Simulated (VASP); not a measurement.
# Cl (Cmce) in VASP: further runs

Runs on Cl. Level: PBEsol. Tasks: single point.

All numbers are computed with VASP 6.6.1; they aren't measurements. Logs are shortened: lines on timing, memory, paths and dates and some standing lists are left out, and cuts for length are marked.

### Step 1. The cell of the first run

Symmetry: Cmce, No. 64, orthorhombic system. Conventional cell: a = 6.896 Å, b = 3.881 Å, c = 8.000 Å, α = 90.00°, β = 90.00°, γ = 90.00°. Within 2.7 Å of Cl (site symmetry m) lie 1 Cl at 2.03 Å.

### Step 2. Single point, PBEsol

File INCAR:

```
SYSTEM = Cl
PREC     = Accurate       ! precision mode
ENCUT    = 520            ! plane-wave cutoff, eV
EDIFF    = 1E-6           ! SCF threshold, eV
ISMEAR   = 0              ! smearing method
SIGMA    = 0.02           ! smearing width, eV
LREAL    = .FALSE.        ! projectors in reciprocal space
LASPH    = .TRUE.         ! aspherical terms in the spheres
NELM     = 80             ! most SCF steps
ALGO     = Normal         ! electronic algorithm
ISIF     = 2              ! what is computed and relaxed
LWAVE    = .FALSE.        ! write WAVECAR
LCHARG   = .TRUE.         ! write CHGCAR
GGA      = PS             ! functional
LELF     = .TRUE.         ! ELF
LVHAR    = .TRUE.       
NBANDS   = 22             ! bands
```

File KPOINTS:

```
Automatic mesh
0
G
  8 8 4
  0 0 0
```

File POSCAR:

```
Cl
1.0
    3.4479975375     -1.9407093620      0.0000000000
    3.4479975375      1.9407093620      0.0000000000
    0.0000000000      0.0000000000      8.0001439570
Cl
4
Direct
    0.8732862456      0.1267137544      0.1112271541
    0.6267137544      0.3732862456      0.6112271541
    0.1267137544      0.8732862456      0.8887728459
    0.3732862456      0.6267137544      0.3887728459
```

Potentials or basis: VASP PAW PBE potentials, release 64 (Cl).

On the command line:

```console
> cat potpaw_PBE.64/Cl/POTCAR > POTCAR
> mpirun -np 1 vasp_std > vasp.out
```

OUTCAR:

```text
SYSTEM = Cl
   PREC = Accurate
   ENCUT = 520
   EDIFF = 1E-6
   ISMEAR = 0
   LREAL = .FALSE.
   LASPH = .TRUE.
   NELM = 80
   ISIF = 2
   GGA = PS

 ion  position               nearest neighbor table
   1  0.873  0.127  0.111-   3 2.03
   2  0.627  0.373  0.611-   4 2.03
   3  0.127  0.873  0.889-   1 2.03
   4  0.373  0.627  0.389-   2 2.03

  LATTYP: Found a base centered orthorhombic cell.
 ALAT       =     3.8814187240
 B/A-ratio  =     1.7766686785
 C/A-ratio  =     2.0611391158

  Lattice vectors:

 A1 = (  -3.4479975375,  -1.9407093620,   0.0000000000)
 A2 = (   3.4479975375,  -1.9407093620,   0.0000000000)
 A3 = (   0.0000000000,   0.0000000000,   8.0001439570)

Analysis of symmetry for initial positions (statically):
=====================================================================
 Subroutine PRICEL returns:
 Original cell was already a primitive cell.

 Routine SETGRP: Setting up the symmetry group for a
 base centered orthorhombic supercell.

 Subroutine GETGRP returns: Found  8 space group operations
 (whereof  4 operations were pure point group operations)
 out of a pool of  8 trial point group operations.

The static configuration has the point symmetry C_2h.
 The point group associated with its full space group is D_2h.

Analysis of symmetry for dynamics (positions and initial velocities):
=====================================================================
 Subroutine PRICEL returns:
 Original cell was already a primitive cell.

 Routine SETGRP: Setting up the symmetry group for a
 base centered orthorhombic supercell.

 Subroutine GETGRP returns: Found  8 space group operations
 (whereof  4 operations were pure point group operations)
 out of a pool of  8 trial point group operations.

The dynamic configuration has the point symmetry C_2h.
 The point group associated with its full space group is D_2h.

 Subroutine INISYM returns: Found  8 space group operations
 (whereof  4 operations are pure point group operations),
 and found     1 'primitive' translations

----------------------------------------------------------------------------------------

                                     Primitive cell

  volume of cell :     107.0669

  direct lattice vectors                    reciprocal lattice vectors
     3.447997538 -1.940709362  0.000000000     0.145011704 -0.257637753  0.000000000
     3.447997538  1.940709362  0.000000000     0.145011704  0.257637753  0.000000000
     0.000000000  0.000000000  8.000143957     0.000000000  0.000000000  0.124997751

  length of vectors
     3.956645024  3.956645024  8.000143957     0.295644392  0.295644392  0.124997751

  position of ions in fractional coordinates (direct lattice)
     0.873286246  0.126713754  0.111227154
     0.626713754  0.373286246  0.611227154
     0.126713754  0.873286246  0.888772846
     0.373286246  0.626713754  0.388772846

  ion indices of the primitive-cell ions
   primitive index   ion index
                 1           1
                 2           2
                 3           3
                 4           4

----------------------------------------------------------------------------------------

 KPOINTS: Automatic mesh

Automatic generation of k-mesh.
 Grid dimensions read from file:
 generate k-points for:    8    8    4

 Generating k-lattice:

  Cartesian coordinates                     Fractional coordinates (reciprocal lattice)
     0.018126463 -0.032204719  0.000000000     0.125000000  0.000000000  0.000000000
     0.018126463  0.032204719  0.000000000     0.000000000  0.125000000  0.000000000
     0.000000000  0.000000000  0.031249438     0.000000000  0.000000000  0.250000000

  Length of vectors
     0.036955549  0.036955549  0.031249438

  Shift w.r.t. Gamma in fractional coordinates (k-lattice)
     0.000000000  0.000000000  0.000000000

 Subroutine IBZKPT returns following result:
 ===========================================

 Found     63 irreducible k-points:

 Following reciprocal coordinates:
            Coordinates               Weight
  0.000000  0.000000  0.000000      1.000000
  0.125000  0.000000  0.000000      4.000000
  0.250000  0.000000  0.000000      4.000000
  0.375000  0.000000  0.000000      4.000000
  0.500000  0.000000  0.000000      2.000000
  0.125000  0.125000  0.000000      2.000000
[... 16 lines left out ...]
  0.125000  0.000000  0.250000      8.000000
  0.250000  0.000000  0.250000      8.000000
 [... further k-points ...]
   k-points           NKPTS =     63   k-points in BZ     NKDIM =     63   number of bands    NBANDS=     22
   number of dos      NEDOS =    301   number of ions     NIONS =      4
   total plane-waves  NPLWV =  54000
   dimension x,y,z NGX =    30 NGY =   30 NGZ =   60
   dimension x,y,z NGXF=    60 NGYF=   60 NGZF=  120
   ions per type =               4
   NGX,Y,Z   is equivalent  to a cutoff of  12.61, 12.61, 12.47 a.u.
   NGXF,Y,Z  is equivalent  to a cutoff of  25.21, 25.21, 24.94 a.u.
 SYSTEM =  Cl
   PREC   = accura    normal or accurate (medium, high low for compatibility)
   ISTART =      0    job   : 0-new  1-cont  2-samecut
   ICHARG =      2    charge: 1-file 2-atom 10-const
   ISPIN  =      1    spin polarized calculation?
   LNONCOLLINEAR =      F non collinear calculations
   LSORBIT =      F    spin-orbit coupling
   LASPH  =      T    aspherical Exc in radial PAW
   ENCUT  =  520.0 eV  38.22 Ry    6.18 a.u.   7.36  7.36 14.87*2*pi/ulx,y,z
   NELM   =     80;   NELMIN=  2; NELMDL= -5     # of ELM steps
   EDIFF  = 0.1E-05   stopping-criterion for ELM
   LREAL  =      F    real-space projection
   EDIFFG = 0.1E-04   stopping-criterion for IOM
   NSW    =      0    number of steps for IOM
   IBRION =     -1    ionic relax: 0-MD 1-quasi-New 2-CG
   NFREE  =      0    steps in history (QN), initial steepest desc. (CG)
   ISIF   =      2    stress and relaxation
   ISYM   =      2    0-nonsym 1-usesym 2-fastsym
   POTIM  = 0.5000    time-step for ionic-motion
   TEBEG  =    0.0;   TEEND  =   0.0 temperature during run
   PSTRESS=    0.0 pullay stress
   NELECT =      28.0000    total number of electrons
   NUPDOWN=      -1.0000    fix difference up-down
   EMIN   =  10.00;   EMAX   =-10.00  energy-range for DOS
   EFERMI =   0.00;   METHOD = LEGACY
   ISMEAR =     0;   SIGMA  =   0.02  broadening in eV -4-tet -1-fermi 0-gaus
   EFERMI_NEDOS =   21; number of points for ismear=-14 and -15
   IALGO  =     38    algorithm
   IMIX   =      4    mixing-type and parameters
     AMIX     =   0.40;   BMIX     =  1.00
     AMIX_MAG =   1.60;   BMIX_MAG =  1.00
  volume/ion in A,a.u.               =      26.77       180.63
  Fermi-wavevector in a.u.,A,eV,Ry     =   1.046909  1.978372 14.912247  1.096019
  Thomas-Fermi vector in A             =   2.181767
   LORBIT       =      0    0 simple, 1 ext, 2 COOP (PROOUT), +10 PAW based schemes
   GGA     = PS    functional components
   LHFCALC =     F    Hartree Fock is set to
   AEXX    =    0.0000 exact exchange contribution
   IVDW    =     0    specifies the selected vdW correction
   LEPSILON=     F    determine dielectric tensor
   LRPA    =     F    only Hartree local field effects (RPA)
 non-spin polarized calculation
 Gauss-broadening in eV      SIGMA  =   0.02
  energy-cutoff  :      520.00
  volume of cell :      107.07
 maximum number of plane-waves:      2923
 NGX is ok and might be reduce to    30
   NGX = 15   NGY = 15   NGZ = 29

 number of electron      27.9999996 magnetization

 Free energy of the ion-electron system (eV)
  ---------------------------------------------------
  ext. energy  EPLUGINS =         0.00000000
  ---------------------------------------------------
  free energy    TOTEN  =        -8.05868873 eV

  energy without entropy =       -8.05868873  energy(sigma->0) =       -8.05868873

 E-fermi :   0.2332     XC(G=0):  -8.2723

 val. band max:        0.1471860110   @ k =   0.0000   0.0000   0.0000
 cond. band min:       2.2153938742   @ k =   0.0000   0.0000   0.0000
 fundamental gap:      2.0682078632
 Fermi energy:         0.2332093615

 k-point     1 :       0.0000    0.0000    0.0000
  band No.  band energies     occupation
      1     -16.7520      2.00000
      2     -16.2877      2.00000
      3     -13.1430      2.00000
      4     -11.9051      2.00000
      5      -5.8427      2.00000
      6      -4.1437      2.00000
[... 14 lines left out ...]
     21      11.0708      0.00000
     22      11.1776      0.00000

 k-point     2 :       0.1250    0.0000    0.0000
  band No.  band energies     occupation
      1     -16.7059      2.00000
      2     -16.2725      2.00000
      3     -13.0973      2.00000
      4     -11.9592      2.00000
      5      -5.8334      2.00000
      6      -4.2647      2.00000
[... 14 lines left out ...]
     21      10.4632      0.00000
     22      10.9471      0.00000

 k-point     3 :       0.2500    0.0000    0.0000
  band No.  band energies     occupation
      1     -16.5833      2.00000
      2     -16.2430      2.00000
      3     -12.9697      2.00000
      4     -12.1103      2.00000
      5      -5.8085      2.00000
      6      -4.6402      2.00000
[... 14 lines left out ...]
     21      10.1448      0.00000
     22      10.8889      0.00000
[... 476 lines left out ...]
 k-point    23 :       0.1250    0.0000    0.2500
  band No.  band energies     occupation
      1     -16.6523      2.00000
      2     -16.3485      2.00000
      3     -12.9318      2.00000
      4     -12.1329      2.00000
      5      -5.6239      2.00000
      6      -4.5457      2.00000
[... 14 lines left out ...]
     21      10.3921      0.00000
     22      10.8401      0.00000

 k-point    24 :       0.2500    0.0000    0.2500
  band No.  band energies     occupation
      1     -16.5396      2.00000
      2     -16.3003      2.00000
      3     -12.8445      2.00000
      4     -12.2395      2.00000
      5      -5.6384      2.00000
      6      -4.7900      2.00000
[... 14 lines left out ...]
     21      10.2785      0.00000
     22      10.4902      0.00000

 [... further k-points ...]

------------------------ aborting loop because EDIFF is reached ----------------------------------------

  FORCE on cell =-STRESS in cart. coord.  units (eV):
  Direction    XX          YY          ZZ          XY          YZ          ZX
  --------------------------------------------------------------------------------------
  -------------------------------------------------------------------------------------
  Total       -0.0267189     -0.1157998     -0.3883266      0.0000000      0.0000000      0.0000000
  in kB       -0.3998281     -1.7328592     -5.8110212      0.0000000      0.0000000      0.0000000
  external PRESSURE =      -2.6479028 kB  Pullay stress =       0.0000000 kB

 VOLUME and BASIS-vectors are now :
 -----------------------------------------------------------------------------
  energy-cutoff  :      520.00
  volume of cell :      107.07
      direct lattice vectors                 reciprocal lattice vectors
     3.447997538 -1.940709362  0.000000000     0.145011704 -0.257637753  0.000000000
     3.447997538  1.940709362  0.000000000     0.145011704  0.257637753  0.000000000
     0.000000000  0.000000000  8.000143957     0.000000000  0.000000000  0.124997751

 POSITION                                       TOTAL-FORCE (eV/Angst)
 -----------------------------------------------------------------------------------
      3.44800     -1.44888      0.88983         0.000000     -0.065641     -0.128702
      3.44800     -0.49183      4.88991         0.000000      0.065641     -0.128702
      3.44800      1.44888      7.11031         0.000000      0.065641      0.128702
      3.44800      0.49183      3.11024         0.000000     -0.065641      0.128702
 -----------------------------------------------------------------------------------
    total drift:                                0.000000      0.000000      0.000000

  FREE ENERGIE OF THE ION-ELECTRON SYSTEM (eV)
  ---------------------------------------------------
  free  energy   TOTEN  =        -8.0586887321 eV

  energy  without entropy=       -8.0586887321  energy(sigma->0) =       -8.05868873
```

Run time: 62 s. Hardware: 1 thread of Intel Xeon 6975P-C (Granite Rapids), shared host; peak memory 0.26 GiB.

What came out:

* Free energy: -8.0587 eV
* Pressure: -0.3 GPa
* Largest force: 0.144 eV/Å
* Band gap on the k mesh: 2.07 eV

Forces on the atoms (eV/Å):
```
Cl   0.000 -0.066 -0.129
Cl   0.000  0.066 -0.129
Cl   0.000  0.066  0.129
Cl   0.000 -0.066  0.129
```

Stress tensor (GPa, compression positive):
```
-0.04  0.00  0.00
 0.00 -0.17  0.00
 0.00  0.00 -0.58
```

Caveat: this functional lacks dispersion, which holds the molecules together, so the pressure and a relaxed volume are unreliable; the PAW data sets were made with another functional, which shifts forces and pressure a little. A k mesh can miss the band edges.

### Step 3. Single point, PBEsol

File INCAR:

```
PREC = Accurate
ENCUT = 520
EDIFF = 1E-6
ISMEAR = 0
SIGMA = 0.02
LREAL = F
LASPH = T
NELM = 80
ALGO = Normal
ISIF = 2
LWAVE = F
LCHARG = T
GGA = PS
LELF = T
LVHAR = T
NBANDS = 22
```

File KPOINTS:

```
regular mesh
0
Gamma
  8 8 4
```

POSCAR is that of step 2.

Potentials or basis: VASP PAW PBE potentials, release 64 (Cl).

On the command line:

```console
> cat potpaw_PBE.64/Cl/POTCAR > POTCAR
> mpirun -np 1 vasp_std > vasp.out
```

It took 54 s on 1 thread of Intel Xeon 6975P-C (Granite Rapids), shared host; peak memory 0.26 GiB.

The run converged. Its results:

- Free energy: -8.0587 eV
- Pressure: -0.3 GPa
- Largest force: 0.144 eV/Å
- Band gap on the k mesh: 2.07 eV

Forces in eV/Å, atoms in the order of the input:
```
Cl   0.000 -0.066 -0.129
Cl   0.000  0.066 -0.129
Cl   0.000  0.066  0.129
Cl   0.000 -0.066  0.129
```

Stress tensor (GPa, compression positive):
```
-0.04  0.00  0.00
 0.00 -0.17  0.00
 0.00  0.00 -0.58
```

Levels at points of the mesh, in eV from the valence-band top:
```tsv
k point	band 12	band 13	band 14	band 15	band 16	band 17
(0.00, 0.00, 0.00)	-0.47	-0.47	0.00	2.07	3.06	6.38
(0.50, 0.00, 0.00)	-1.11	-0.56	-0.56	2.96	2.96	7.63
(0.50, 0.50, 0.00)	-1.32	-0.51	-0.21	2.12	2.94	8.05
(0.00, 0.00, 0.50)	-1.02	-0.22	-0.22	2.48	2.48	6.87
(0.50, 0.00, 0.50)	-0.72	-0.18	-0.18	2.50	2.50	7.95
(0.50, 0.50, 0.50)	-1.09	-0.87	-0.87	2.46	2.46	8.88
```

Caveat: this functional lacks dispersion, which holds the molecules together, so the pressure and a relaxed volume are unreliable; the PAW data sets were made with another functional, which shifts forces and pressure a little. As with any semilocal functional, this PBEsol gap is likely too small.

### Step 4. Single point, PBEsol (27.57 Å³/atom)

This run uses another cell than the first one, of 27.57 Å³/atom.

File INCAR:

```
ALGO     = Normal         # electronic algorithm
EDIFF    = 1E-7           # SCF threshold, eV
ENCUT    = 520            # plane-wave cutoff, eV
GGA      = PS             # functional
ISIF     = 2              # what is computed and relaxed
ISMEAR   = 0              # smearing method
LASPH    = True           # aspherical terms in the spheres
LCHARG   = False          # write CHGCAR
LREAL    = False          # projectors in reciprocal space
LWAVE    = False          # write WAVECAR
NBANDS   = 22             # bands
NELM     = 100            # most SCF steps
PREC     = Accurate       # precision mode
SIGMA    = 0.02           # smearing width, eV
```

File KPOINTS:

```
k-points
0
Gamma
  8 8 4
```

File POSCAR:

```
Cl
1.0
    3.5220880864     -1.9530023382      0.0000000000
    3.5220880864      1.9530023382      0.0000000000
    0.0000000000      0.0000000000      8.0160330276
Cl
4
Direct
    0.8744932328      0.1255067672      0.1109901887
    0.6255067672      0.3744932328      0.6109901887
    0.1255067672      0.8744932328      0.8890098113
    0.3744932328      0.6255067672      0.3890098113
```

On the command line:

```console
> cat potpaw_PBE.64/Cl/POTCAR > POTCAR
> mpirun -np 1 vasp_std > vasp.out
```

Wall time 73 s (1 thread of Intel Xeon 6975P-C (Granite Rapids), shared host); peak memory 0.26 GiB.

It converged, with:

```yaml
Free_energy: -8.0591 eV
Pressure: -0.4 GPa
Largest_force: 0.134 eV/Å
Band_gap_on_the_k_mesh: 2.09 eV
```

Forces on the atoms (eV/Å):
```
Cl   0.000 -0.060 -0.119
Cl   0.000  0.060 -0.119
Cl   0.000  0.060  0.119
Cl   0.000 -0.060  0.119
```

Stress tensor (GPa, compression positive):
```
-0.12  0.00  0.00
 0.00 -0.30  0.00
 0.00  0.00 -0.65
```

Levels at points of the mesh, in eV from the valence-band top:
| k point | band 11 | band 12 | band 13 | band 14 | band 15 | band 16 | band 17 | band 18 |
| --- | --- | --- | --- | --- | --- | --- | --- | --- |
| (0.00, 0.00, 0.00) | -1.18 | -0.49 | -0.44 | 0.00 | 2.09 | 3.06 | 6.31 | 6.88 |
| (0.50, 0.00, 0.00) | -1.05 | -1.05 | -0.54 | -0.54 | 2.97 | 2.97 | 7.65 | 7.65 |
| (0.50, 0.50, 0.00) | -1.56 | -1.28 | -0.47 | -0.18 | 2.14 | 2.96 | 8.12 | 8.22 |
| (0.00, 0.00, 0.50) | -0.99 | -0.99 | -0.23 | -0.23 | 2.49 | 2.49 | 6.82 | 6.82 |
| (0.50, 0.00, 0.50) | -0.68 | -0.68 | -0.18 | -0.18 | 2.53 | 2.53 | 7.96 | 7.96 |
| (0.50, 0.50, 0.50) | -1.05 | -1.05 | -0.81 | -0.81 | 2.49 | 2.49 | 8.92 | 8.92 |

Caveat: this functional lacks dispersion, which holds the molecules together, so the pressure and a relaxed volume are unreliable; the PAW data sets were made with another functional, which shifts forces and pressure a little. A k mesh can miss the band edges.
